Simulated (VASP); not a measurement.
# MgS (F-43m) in VASP: single point with LDA

Aim: the single point of MgS with LDA.

All numbers are computed with VASP 6.6.1; they aren't measurements. Logs are shortened: lines on timing, memory, paths and dates and some standing lists are left out, and cuts for length are marked.

**1. The cell of the first run**

It takes space group F-43m (No. 216, cubic). Conventional cell: a = 5.594 Å, b = 5.594 Å, c = 5.594 Å, α = 90.00°, β = 90.00°, γ = 90.00°. Mg (site symmetry -43m) has 4 S at 2.42 Å within 3.2 Å. S (site symmetry -43m) has 4 Mg at 2.42 Å within 3.2 Å.

**2. Single point, LDA**

INCAR

```
SYSTEM = MgS
ALGO = Normal
EDIFF = 1E-6
ENCUT = 600
GGA_COMPAT = .FALSE.
ISIF = 2
ISMEAR = 0
LASPH = .TRUE.
LCHARG = .TRUE.
LELF = .TRUE.
LREAL = .FALSE.
LVHAR = .TRUE.
LWAVE = .FALSE.
NBANDS = 11
NELM = 120
PREC = Accurate
SIGMA = 0.02
```

KPOINTS

```
k-points
0
G
  8 8 8
  0 0 0
```

POSCAR

```
MgS
1.0
    0.0000000000      2.7969341207      2.7969341207
    2.7969341207      0.0000000000      2.7969341207
    2.7969341207      2.7969341207      0.0000000000
Mg S
1 1
Direct
    0.0000000000      0.0000000000      0.0000000000
    0.2500000000      0.2500000000      0.2500000000
```

Potentials or basis: VASP PAW LDA potentials, release 64 (Mg, S).

Launch:

```
> cat potpaw_LDA.64/Mg/POTCAR potpaw_LDA.64/S/POTCAR > POTCAR
> mpirun -np 1 vasp_std > vasp.out
```

OUTCAR:

```text
SYSTEM = MgS
   EDIFF = 1E-6
   ENCUT = 600
   ISIF = 2
   ISMEAR = 0
   LASPH = .TRUE.
   LREAL = .FALSE.
   NELM = 120
   PREC = Accurate

 ion  position               nearest neighbor table
   1  0.000  0.000  0.000-   2 2.42   2 2.42   2 2.42   2 2.42
   2  0.250  0.250  0.250-   1 2.42   1 2.42   1 2.42   1 2.42

  LATTYP: Found a face centered cubic cell.
 ALAT       =     5.5938682414

  Lattice vectors:

 A1 = (   0.0000000000,   2.7969341207,   2.7969341207)
 A2 = (   2.7969341207,   0.0000000000,   2.7969341207)
 A3 = (   2.7969341207,   2.7969341207,   0.0000000000)

Analysis of symmetry for initial positions (statically):
=====================================================================
 Subroutine PRICEL returns:
 Original cell was already a primitive cell.

 Routine SETGRP: Setting up the symmetry group for a
 face centered cubic supercell.

 Subroutine GETGRP returns: Found 24 space group operations
 (whereof 24 operations were pure point group operations)
 out of a pool of 48 trial point group operations.

The static configuration has the point symmetry T_d .

Analysis of symmetry for dynamics (positions and initial velocities):
=====================================================================
 Subroutine PRICEL returns:
 Original cell was already a primitive cell.

 Routine SETGRP: Setting up the symmetry group for a
 face centered cubic supercell.

 Subroutine GETGRP returns: Found 24 space group operations
 (whereof 24 operations were pure point group operations)
 out of a pool of 48 trial point group operations.

The dynamic configuration has the point symmetry T_d .

 Subroutine INISYM returns: Found 24 space group operations
 (whereof 24 operations are pure point group operations),
 and found     1 'primitive' translations

----------------------------------------------------------------------------------------

                                     Primitive cell

  volume of cell :      43.7599

  direct lattice vectors                    reciprocal lattice vectors
     0.000000000  2.796934121  2.796934121    -0.178767171  0.178767171  0.178767171
     2.796934121  0.000000000  2.796934121     0.178767171 -0.178767171  0.178767171
     2.796934121  2.796934121  0.000000000     0.178767171  0.178767171 -0.178767171

  length of vectors
     3.955462167  3.955462167  3.955462167     0.309633823  0.309633823  0.309633823

  position of ions in fractional coordinates (direct lattice)
     0.000000000  0.000000000  0.000000000
     0.250000000  0.250000000  0.250000000

  ion indices of the primitive-cell ions
   primitive index   ion index
                 1           1
                 2           2

----------------------------------------------------------------------------------------

 KPOINTS: k-points

Automatic generation of k-mesh.
 Grid dimensions read from file:
 generate k-points for:    8    8    8

 Generating k-lattice:

  Cartesian coordinates                     Fractional coordinates (reciprocal lattice)
    -0.022345896  0.022345896  0.022345896     0.125000000  0.000000000  0.000000000
     0.022345896 -0.022345896  0.022345896     0.000000000  0.125000000  0.000000000
     0.022345896  0.022345896 -0.022345896     0.000000000  0.000000000  0.125000000

  Length of vectors
     0.038704228  0.038704228  0.038704228

  Shift w.r.t. Gamma in fractional coordinates (k-lattice)
     0.000000000  0.000000000  0.000000000

 Subroutine IBZKPT returns following result:
 ===========================================

 Found     29 irreducible k-points:

 Following reciprocal coordinates:
            Coordinates               Weight
  0.000000  0.000000  0.000000      1.000000
  0.125000  0.000000  0.000000      8.000000
  0.250000  0.000000  0.000000      8.000000
  0.375000  0.000000  0.000000      8.000000
  0.500000  0.000000  0.000000      4.000000
  0.125000  0.125000  0.000000      6.000000
[... 16 lines left out ...]
  0.500000  0.250000  0.125000     48.000000
 -0.375000  0.250000  0.125000     24.000000
 [... further k-points ...]
   k-points           NKPTS =     29   k-points in BZ     NKDIM =     29   number of bands    NBANDS=     11
   number of dos      NEDOS =    301   number of ions     NIONS =      2
   total plane-waves  NPLWV =  32768
   dimension x,y,z NGX =    32 NGY =   32 NGZ =   32
   dimension x,y,z NGXF=    64 NGYF=   64 NGZF=   64
   ions per type =               1   1
   NGX,Y,Z   is equivalent  to a cutoff of  13.45, 13.45, 13.45 a.u.
   NGXF,Y,Z  is equivalent  to a cutoff of  26.90, 26.90, 26.90 a.u.
 SYSTEM =  MgS
   PREC   = accura    normal or accurate (medium, high low for compatibility)
   ISTART =      0    job   : 0-new  1-cont  2-samecut
   ICHARG =      2    charge: 1-file 2-atom 10-const
   ISPIN  =      1    spin polarized calculation?
   LNONCOLLINEAR =      F non collinear calculations
   LSORBIT =      F    spin-orbit coupling
   LASPH  =      T    aspherical Exc in radial PAW
   ENCUT  =  600.0 eV  44.10 Ry    6.64 a.u.   7.90  7.90  7.90*2*pi/ulx,y,z
   NELM   =    120;   NELMIN=  2; NELMDL= -5     # of ELM steps
   EDIFF  = 0.1E-05   stopping-criterion for ELM
   LREAL  =      F    real-space projection
   EDIFFG = 0.1E-04   stopping-criterion for IOM
   NSW    =      0    number of steps for IOM
   IBRION =     -1    ionic relax: 0-MD 1-quasi-New 2-CG
   NFREE  =      0    steps in history (QN), initial steepest desc. (CG)
   ISIF   =      2    stress and relaxation
   ISYM   =      2    0-nonsym 1-usesym 2-fastsym
   POTIM  = 0.5000    time-step for ionic-motion
   TEBEG  =    0.0;   TEEND  =   0.0 temperature during run
   PSTRESS=    0.0 pullay stress
   NELECT =       8.0000    total number of electrons
   NUPDOWN=      -1.0000    fix difference up-down
   EMIN   =  10.00;   EMAX   =-10.00  energy-range for DOS
   EFERMI =   0.00;   METHOD = LEGACY
   ISMEAR =     0;   SIGMA  =   0.02  broadening in eV -4-tet -1-fermi 0-gaus
   EFERMI_NEDOS =   21; number of points for ismear=-14 and -15
   IALGO  =     38    algorithm
   IMIX   =      4    mixing-type and parameters
     AMIX     =   0.40;   BMIX     =  1.00
     AMIX_MAG =   1.60;   BMIX_MAG =  1.00
  volume/ion in A,a.u.               =      21.88       147.65
  Fermi-wavevector in a.u.,A,eV,Ry     =   0.929136  1.755812 11.745822  0.863294
  Thomas-Fermi vector in A             =   2.055387
   LORBIT       =      0    0 simple, 1 ext, 2 COOP (PROOUT), +10 PAW based schemes
   GGA     = CA    functional components
   LHFCALC =     F    Hartree Fock is set to
   AEXX    =    0.0000 exact exchange contribution
   IVDW    =     0    specifies the selected vdW correction
   LEPSILON=     F    determine dielectric tensor
   LRPA    =     F    only Hartree local field effects (RPA)
 non-spin polarized calculation
 Gauss-broadening in eV      SIGMA  =   0.02
  energy-cutoff  :      600.00
  volume of cell :       43.76
 maximum number of plane-waves:      1476
   NGX = 15   NGY = 15   NGZ = 15

 number of electron       7.9999999 magnetization

 Free energy of the ion-electron system (eV)
  ---------------------------------------------------
  ext. energy  EPLUGINS =         0.00000000
  ---------------------------------------------------
  free energy    TOTEN  =        -9.39389685 eV

  energy without entropy =       -9.39389685  energy(sigma->0) =       -9.39389685

 E-fermi :   1.2784     XC(G=0):  -8.8999

 val. band max:        1.1267721050   @ k =   0.0000   0.0000   0.0000
 cond. band min:       4.5036380576   @ k =   0.0000   0.0000   0.0000
 fundamental gap:      3.3768659526
 Fermi energy:         1.2784396691

 k-point     1 :       0.0000    0.0000    0.0000
  band No.  band energies     occupation
      1     -10.2347      2.00000
      2       1.1268      2.00000
      3       1.1268      2.00000
      4       1.1268      2.00000
      5       4.5036      0.00000
      6       8.9861      0.00000
      7       8.9861      0.00000
      8       8.9861      0.00000
      9      11.9431      0.00000
     10      11.9431      0.00000
     11      14.7805      0.00000

 k-point     2 :       0.1250    0.0000    0.0000
  band No.  band energies     occupation
      1     -10.1387      2.00000
      2       0.3947      2.00000
      3       1.0701      2.00000
      4       1.0701      2.00000
      5       5.1928      0.00000
      6       8.7997      0.00000
      7       9.1700      0.00000
      8       9.1700      0.00000
      9      11.4506      0.00000
     10      11.4506      0.00000
     11      14.1342      0.00000

 k-point     3 :       0.2500    0.0000    0.0000
  band No.  band energies     occupation
      1      -9.8886      2.00000
      2      -0.8496      2.00000
      3       0.9427      2.00000
      4       0.9427      2.00000
      5       6.0335      0.00000
      6       8.8696      0.00000
      7       9.1961      0.00000
      8       9.1961      0.00000
      9      11.5050      0.00000
     10      11.5050      0.00000
     11      13.2701      0.00000

 k-point     4 :       0.3750    0.0000    0.0000
  band No.  band energies     occupation
      1      -9.6057      2.00000
      2      -1.8350      2.00000
      3       0.8265      2.00000
      4       0.8265      2.00000
      5       6.1692      0.00000
      6       8.8163      0.00000
      7       8.8163      0.00000
      8       9.4489      0.00000
      9      12.8539      0.00000
     10      12.8539      0.00000
     11      13.3107      0.00000
[... 239 lines left out ...]
 k-point    22 :       0.3750    0.2500    0.1250
  band No.  band energies     occupation
      1      -9.6942      2.00000
      2      -1.0632      2.00000
      3       0.2186      2.00000
      4       0.7240      2.00000
      5       6.7515      0.00000
      6       8.0045      0.00000
      7       8.5891      0.00000
      8      10.2903      0.00000
      9      10.8072      0.00000
     10      13.5427      0.00000
     11      15.5585      0.00000

 k-point    23 :       0.5000    0.2500    0.1250
  band No.  band energies     occupation
      1      -9.4585      2.00000
      2      -1.6010      2.00000
      3      -0.1543      2.00000
      4       0.5346      2.00000
      5       6.9751      0.00000
      6       7.8152      0.00000
      7       8.9692      0.00000
      8      10.1230      0.00000
      9      11.9778      0.00000
     10      14.6513      0.00000
     11      15.2664      0.00000

 k-point    24 :      -0.3750    0.2500    0.1250
  band No.  band energies     occupation
      1      -9.3528      2.00000
      2      -1.8354      2.00000
      3      -0.2642      2.00000
      4       0.4329      2.00000
      5       7.0339      0.00000
      6       7.5270      0.00000
      7       9.8701      0.00000
      8       9.9054      0.00000
      9      12.5180      0.00000
     10      13.9614      0.00000
     11      15.4397      0.00000

 [... further k-points ...]

------------------------ aborting loop because EDIFF is reached ----------------------------------------

  FORCE on cell =-STRESS in cart. coord.  units (eV):
  Direction    XX          YY          ZZ          XY          YZ          ZX
  --------------------------------------------------------------------------------------
  -------------------------------------------------------------------------------------
  Total       -0.0886242     -0.0886242     -0.0886242      0.0000000     -0.0000000     -0.0000000
  in kB       -3.2447860     -3.2447860     -3.2447860      0.0000000     -0.0000000     -0.0000000
  external PRESSURE =      -3.2447860 kB  Pullay stress =       0.0000000 kB

 VOLUME and BASIS-vectors are now :
 -----------------------------------------------------------------------------
  energy-cutoff  :      600.00
  volume of cell :       43.76
      direct lattice vectors                 reciprocal lattice vectors
     0.000000000  2.796934121  2.796934121    -0.178767171  0.178767171  0.178767171
     2.796934121  0.000000000  2.796934121     0.178767171 -0.178767171  0.178767171
     2.796934121  2.796934121  0.000000000     0.178767171  0.178767171 -0.178767171

 POSITION                                       TOTAL-FORCE (eV/Angst)
 -----------------------------------------------------------------------------------
      0.00000      0.00000      0.00000        -0.000000     -0.000000     -0.000000
      1.39847      1.39847      1.39847         0.000000      0.000000      0.000000
 -----------------------------------------------------------------------------------
    total drift:                                0.000000      0.000000      0.000000

  FREE ENERGIE OF THE ION-ELECTRON SYSTEM (eV)
  ---------------------------------------------------
  free  energy   TOTEN  =        -9.3938968462 eV

  energy  without entropy=       -9.3938968462  energy(sigma->0) =       -9.39389685
```

It took 9.7 s on 1 thread of Intel Xeon Platinum 8488C (Sapphire Rapids), shared host; peak memory 0.15 GiB.

What came out:

```yaml
Free_energy: -9.3939 eV
Pressure: -0.3 GPa
Band_gap_on_the_k_mesh: 3.38 eV
```

Levels at points of the mesh, in eV from the valence-band top:
```tsv
k point	band 1	band 2	band 3	band 4	band 5	band 6	band 7	band 8
(0.00, 0.00, 0.00)	-11.36	0.00	0.00	0.00	3.38	7.86	7.86	7.86
(0.50, 0.00, 0.00)	-10.60	-3.34	-0.35	-0.35	5.00	7.51	7.51	8.54
(0.50, 0.50, 0.00)	-10.36	-2.99	-1.10	-1.10	3.63	5.48	11.24	12.30
```
